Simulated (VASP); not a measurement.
# Au (Pm-3m) in VASP: notebook, part 2 of 2

VASP 6.6.1.

### Step 3. Single point, r2SCAN0

This run uses another cell than the first one, of 20.76 Å³/atom, 1.051 times its volume.

POSCAR reads:

```
Au
1.0
    2.7484100000      0.0000000000      0.0000000000
    0.0000000000      2.7484100000      0.0000000000
    0.0000000000      0.0000000000      2.7484100000
Au
1
Direct
    0.5000000000      0.5000000000      0.5000000000
```

INCAR.step1 reads:

```
SYSTEM = Au
PREC = Accurate ; ENCUT = 520
EDIFF = 1E-5 ; ISMEAR = -1
SIGMA = 0.05 ; LREAL = .FALSE.
LASPH = .TRUE. ; NELM = 60
ALGO = Normal ; ISIF = 2
LWAVE = .TRUE. ; NBANDS = 12
GGA = PE
```

INCAR.step2 reads:

```
SYSTEM = Au
PREC = Accurate ; ENCUT = 520
EDIFF = 1E-6 ; ISMEAR = -1
SIGMA = 0.05 ; LREAL = .FALSE.
LASPH = .TRUE. ; NELM = 60
ALGO = Normal ; ISIF = 2
LWAVE = .FALSE. ; LCHARG = .TRUE.
METAGGA = R2SCAN ; LHFCALC = .TRUE.
AEXX = 0.25 ; LMIXTAU = .TRUE.
PRECFOCK = Normal ; LELF = .TRUE.
LVHAR = .TRUE. ; NBANDS = 12
ISTART = 1
```

KPOINTS reads:

```
regular mesh
0
G
  5 5 5
  0 0 0
```

Potentials or basis: VASP PAW PBE potentials, release 64 (Au).

Started as:

```console
cat potpaw_PBE.64/Au/POTCAR > POTCAR
cp INCAR.step1 INCAR
mpirun -np 1 vasp_std > vasp.out
cp INCAR.step2 INCAR
mpirun -np 1 vasp_std > vasp.out
```

OUTCAR:

```text
SYSTEM = Au
   PREC = Accurate
   ENCUT = 520
   EDIFF = 1E-6
   ISMEAR = -1
   LREAL = .FALSE.
   LASPH = .TRUE.
   NELM = 60
   ISIF = 2
   METAGGA = R2SCAN
   LHFCALC = .TRUE.
   AEXX = 0.25
   PRECFOCK = Normal
   ISTART = 1

 ion  position               nearest neighbor table
   1  0.500  0.500  0.500-

  LATTYP: Found a simple cubic cell.
 ALAT       =     2.7484100000

  Lattice vectors:

 A1 = (   2.7484100000,   0.0000000000,   0.0000000000)
 A2 = (   0.0000000000,   2.7484100000,   0.0000000000)
 A3 = (   0.0000000000,   0.0000000000,   2.7484100000)

Analysis of symmetry for initial positions (statically):
=====================================================================
 Subroutine PRICEL returns:
 Original cell was already a primitive cell.

 Routine SETGRP: Setting up the symmetry group for a
 simple cubic supercell.

 Subroutine GETGRP returns: Found 48 space group operations
[... 9 lines left out ...]

 Routine SETGRP: Setting up the symmetry group for a
 simple cubic supercell.

 Subroutine GETGRP returns: Found 48 space group operations
[... 11 lines left out ...]
                                     Primitive cell

  volume of cell :      20.7608

  direct lattice vectors                    reciprocal lattice vectors
     2.748410000  0.000000000  0.000000000     0.363846733  0.000000000  0.000000000
     0.000000000  2.748410000  0.000000000     0.000000000  0.363846733  0.000000000
     0.000000000  0.000000000  2.748410000     0.000000000  0.000000000  0.363846733

  length of vectors
     2.748410000  2.748410000  2.748410000     0.363846733  0.363846733  0.363846733

  position of ions in fractional coordinates (direct lattice)
     0.500000000  0.500000000  0.500000000

  ion indices of the primitive-cell ions
   primitive index   ion index
                 1           1

----------------------------------------------------------------------------------------

 KPOINTS: regular mesh

Automatic generation of k-mesh.
 Grid dimensions read from file:
 generate k-points for:    5    5    5

 Generating k-lattice:

  Cartesian coordinates                     Fractional coordinates (reciprocal lattice)
     0.072769347  0.000000000  0.000000000     0.200000000  0.000000000  0.000000000
     0.000000000  0.072769347  0.000000000     0.000000000  0.200000000  0.000000000
     0.000000000  0.000000000  0.072769347     0.000000000  0.000000000  0.200000000

  Length of vectors
     0.072769347  0.072769347  0.072769347

  Shift w.r.t. Gamma in fractional coordinates (k-lattice)
     0.000000000  0.000000000  0.000000000

 Subroutine IBZKPT returns following result:
 ===========================================

 Found     10 irreducible k-points:

 Following reciprocal coordinates:
            Coordinates               Weight
  0.000000  0.000000  0.000000      1.000000
  0.200000  0.000000  0.000000      6.000000
  0.400000  0.000000  0.000000      6.000000
  0.200000  0.200000  0.000000     12.000000
  0.400000  0.200000  0.000000     24.000000
  0.400000  0.400000  0.000000     12.000000
  0.200000  0.200000  0.200000      8.000000
  0.400000  0.200000  0.200000     24.000000
  0.400000  0.400000  0.200000     24.000000
  0.400000  0.400000  0.400000      8.000000
   k-points           NKPTS =     10   k-points in BZ     NKDIM =    125   number of bands    NBANDS=     12
   number of dos      NEDOS =    301   number of ions     NIONS =      1
   total plane-waves  NPLWV =   8000
   dimension x,y,z NGX =    20 NGY =   20 NGZ =   20
   dimension x,y,z NGXF=    40 NGYF=   40 NGZF=   40
   ions per type =               1
   NGX,Y,Z   is equivalent  to a cutoff of  12.10, 12.10, 12.10 a.u.
   NGXF,Y,Z  is equivalent  to a cutoff of  24.20, 24.20, 24.20 a.u.
 SYSTEM =  Au
   PREC   = accura    normal or accurate (medium, high low for compatibility)
   ISTART =      1    job   : 0-new  1-cont  2-samecut
   ICHARG =      0    charge: 1-file 2-atom 10-const
   ISPIN  =      1    spin polarized calculation?
   LNONCOLLINEAR =      F non collinear calculations
   LSORBIT =      F    spin-orbit coupling
   LASPH  =      T    aspherical Exc in radial PAW
   ENCUT  =  520.0 eV  38.22 Ry    6.18 a.u.   5.11  5.11  5.11*2*pi/ulx,y,z
   NELM   =     60;   NELMIN=  2; NELMDL=  0     # of ELM steps
   EDIFF  = 0.1E-05   stopping-criterion for ELM
   LREAL  =      F    real-space projection
   EDIFFG = 0.1E-04   stopping-criterion for IOM
   NSW    =      0    number of steps for IOM
   IBRION =     -1    ionic relax: 0-MD 1-quasi-New 2-CG
   NFREE  =      0    steps in history (QN), initial steepest desc. (CG)
   ISIF   =      2    stress and relaxation
   ISYM   =      3    0-nonsym 1-usesym 2-fastsym
   POTIM  = 0.5000    time-step for ionic-motion
   TEBEG  =    0.0;   TEEND  =   0.0 temperature during run
   PSTRESS=    0.0 pullay stress
   NELECT =      11.0000    total number of electrons
   NUPDOWN=      -1.0000    fix difference up-down
   EMIN   =  10.00;   EMAX   =-10.00  energy-range for DOS
   EFERMI =   0.00;   METHOD = LEGACY
   ISMEAR =    -1;   SIGMA  =   0.05  broadening in eV -4-tet -1-fermi 0-gaus
   EFERMI_NEDOS =   21; number of points for ismear=-14 and -15
   IALGO  =     38    algorithm
   IMIX   =      1    mixing-type and parameters
     AMIX     =   0.40;   BMIX     =  1.00
     AMIX_MAG =   1.60;   BMIX_MAG =  1.00
  volume/ion in A,a.u.               =      20.76       140.10
  Fermi-wavevector in a.u.,A,eV,Ry     =   1.324720  2.503358 23.876646  1.754884
  Thomas-Fermi vector in A             =   2.454234
   LORBIT       =      0    0 simple, 1 ext, 2 COOP (PROOUT), +10 PAW based schemes
   METAGGA = R2SCAN    functional components
   LHFCALC =     T    Hartree Fock is set to
   PRECFOCK=normal    Normal, Fast or Accurate (Low or Medium for compatibility)
   ENCUT4O =  -1.0   cutoff for four orbital integrals eV
   NKREDX  =     1    reduce k-point grid by
   NKREDY  =     1    reduce k-point grid by
   NKREDZ  =     1    reduce k-point grid by
   AEXX    =    0.2500 exact exchange contribution
   HFSCREEN=    0.0000 screening length (either q_TF or 0.3 A-1)
   HFSCREENC=   0.0000 screening length for correlation (either q_TF or 0.3 A-1)
   ENCUTFOCK=  -1.0 apply spherical cutoff to Coloumb kernel
   IVDW    =     0    specifies the selected vdW correction
   LEPSILON=     F    determine dielectric tensor
   LRPA    =     F    only Hartree local field effects (RPA)
 non-spin polarized calculation
  energy-cutoff  :      520.00
  volume of cell :       20.76
 maximum number of plane-waves:       587
  NGX = 16; NGY = 16; NGZ = 16

 number of electron      10.9999996 magnetization

 Free energy of the ion-electron system (eV)
  ---------------------------------------------------
  ext. energy  EPLUGINS =         0.00000000
  ---------------------------------------------------
  free energy    TOTEN  =       -39.11779280 eV

  energy without entropy =      -39.10745806  energy(sigma->0) =      -39.11262543

 E-fermi :   6.1030     XC(G=0):  -9.4346

 val. band max:        4.6840716993   @ k =   0.4000   0.2000   0.0000
 cond. band min:       6.1636296359   @ k =   0.4000   0.2000   0.2000
 fundamental gap:      1.4795579366
 Fermi energy:         6.1029785039

 k-point     1 :       0.0000    0.0000    0.0000
  band No.  band energies     occupation
      1      -3.1817      2.00000
      2      -1.4406      2.00000
      3      -1.4406      2.00000
      4       2.9679      2.00000
      5       2.9679      2.00000
      6       2.9679      2.00000
      7      21.6057      0.00000
      8      21.6057      0.00000
      9      21.6057      0.00000
     10      26.4862      0.00000
     11      29.1608      0.00000
     12      29.1608      0.00000

 k-point     2 :       0.2000    0.0000    0.0000
  band No.  band energies     occupation
      1      -2.2878      2.00000
      2      -1.2967      2.00000
      3      -0.4054      2.00000
      4       2.3939      2.00000
      5       2.3939      2.00000
      6       3.0170      2.00000
      7      16.6300      0.00000
      8      23.1515      0.00000
      9      23.1515      0.00000
     10      26.8860      0.00000
     11      27.6208      0.00000
     12      34.0763      0.00000
[... 106 lines left out ...]
 k-point    10 :       0.4000    0.4000    0.4000
  band No.  band energies     occupation
      1      -0.5950      2.00000
      2      -0.3702      2.00000
      3      -0.3702      2.00000
      4       3.6725      2.00000
      5       3.6725      2.00000
      6      11.6096      0.00000
      7      16.7058      0.00000
      8      16.7058      0.00000
      9      17.9889      0.00000
     10      22.5068      0.00000
     11      24.8290      0.00000
     12      24.8290      0.00000

------------------------ aborting loop because EDIFF is reached ----------------------------------------

  FORCE on cell =-STRESS in cart. coord.  units (eV):
  Direction    XX          YY          ZZ          XY          YZ          ZX
  --------------------------------------------------------------------------------------
  -------------------------------------------------------------------------------------
  Total       -0.3695066     -0.3695066     -0.3695066     -0.0000000     -0.0000000      0.0000000
  in kB      -28.5159734    -28.5159734    -28.5159734     -0.0000000     -0.0000000      0.0000000
  external PRESSURE =     -28.5159734 kB  Pullay stress =       0.0000000 kB

 VOLUME and BASIS-vectors are now :
 -----------------------------------------------------------------------------
  energy-cutoff  :      520.00
  volume of cell :       20.76
      direct lattice vectors                 reciprocal lattice vectors
     2.748410000  0.000000000  0.000000000     0.363846733  0.000000000  0.000000000
     0.000000000  2.748410000  0.000000000     0.000000000  0.363846733  0.000000000
     0.000000000  0.000000000  2.748410000     0.000000000  0.000000000  0.363846733

 POSITION                                       TOTAL-FORCE (eV/Angst)
 -----------------------------------------------------------------------------------
      1.37420      1.37420      1.37420         0.000000      0.000000      0.000000
 -----------------------------------------------------------------------------------
    total drift:                               -0.000000     -0.000000     -0.000000

  FREE ENERGIE OF THE ION-ELECTRON SYSTEM (eV)
  ---------------------------------------------------
  free  energy   TOTEN  =       -39.1177927993 eV

  energy  without entropy=      -39.1074580642  energy(sigma->0) =      -39.11262543
```

It took 2.3 min on 1 thread of AMD EPYC 9R14 (Zen 4), shared host; peak memory 0.11 GiB.

Results:

```
Free energy : -39.1178 eV
Pressure    : -2.9 GPa
```

Caveat: the k points lie up to 0.46 Å⁻¹ apart; the PAW data sets were made with another functional, which shifts forces and pressure a little; spin-orbit coupling is left out, which moves the levels of the heavy elements.

### Step 4. Single point, r2SCANh

This run uses another cell than the first one, of 20.76 Å³/atom, 1.051 times its volume.

POSCAR is that of step 3.

INCAR.step1 reads:

```
PREC = Accurate
ENCUT = 520
EDIFF = 1E-5
ISMEAR = -1
SIGMA = 0.05
LREAL = F
LASPH = T
NELM = 80
ALGO = Normal
ISIF = 2
LWAVE = T
LCHARG = F
NBANDS = 12
GGA = PE
```

INCAR.step2 reads:

```
PREC = Accurate
ENCUT = 520
EDIFF = 1E-7
ISMEAR = -1
SIGMA = 0.05
LREAL = F
LASPH = T
NELM = 80
ALGO = Normal
ISIF = 2
LWAVE = F
LCHARG = F
METAGGA = R2SCAN
LHFCALC = T
AEXX = 0.1
LMIXTAU = T
PRECFOCK = Normal
NBANDS = 12
ISTART = 1
```

KPOINTS reads:

```
regular mesh
0
Gamma
  5 5 5
```

Started as:

```console
cat potpaw_PBE.64/Au/POTCAR > POTCAR
cp INCAR.step1 INCAR
mpirun -np 1 vasp_std > vasp.out
cp INCAR.step2 INCAR
mpirun -np 1 vasp_std > vasp.out
```

It took 2.7 min on 1 thread of AMD EPYC 9R14 (Zen 4), shared host; peak memory 0.1 GiB.

The run converged. Its results:

```
Free energy : -45.7838 eV
Pressure    : -2.4 GPa
```

Levels at points of the mesh, in eV from the Fermi level:
```tsv
k point	band 4	band 5	band 6	band 7	band 8	band 9
(0.00, 0.00, 0.00)	-2.23	-2.23	-2.23	14.85	14.85	14.85
```

Caveat: the k points lie up to 0.46 Å⁻¹ apart; the PAW data sets were made with another functional, which shifts forces and pressure a little; spin-orbit coupling is left out, which moves the levels of the heavy elements.

### Step 5. Summary

```tsv
level	cell	share of exact exchange	screening parameter	gap on the mesh (eV)	pressure (GPa)
PBEsol-based screened hybrid	a = 2.703 Å, 1 atom	0.25	0.207 1/Å	none	0.0
r2SCAN0	a = 2.748 Å, 1 atom	-	-	none	-2.9
r2SCANh	a = 2.748 Å, 1 atom	-	-	none	-2.4
```

Alike in all rows: task single point; potentials or basis VASP PAW PBE potentials, release 64 (Au); no spin polarisation; k mesh 5 × 5 × 5; cutoff (eV) 520; smearing fermi-dirac 0.05 eV.

Caveats: all runs use coarse meshes; the PAW data sets were made with another functional, which shifts forces and pressure a little; spin-orbit coupling is left out, which moves the levels of the heavy elements.

Total energies depend on the potentials used, so only differences within one code and one set of settings carry meaning.
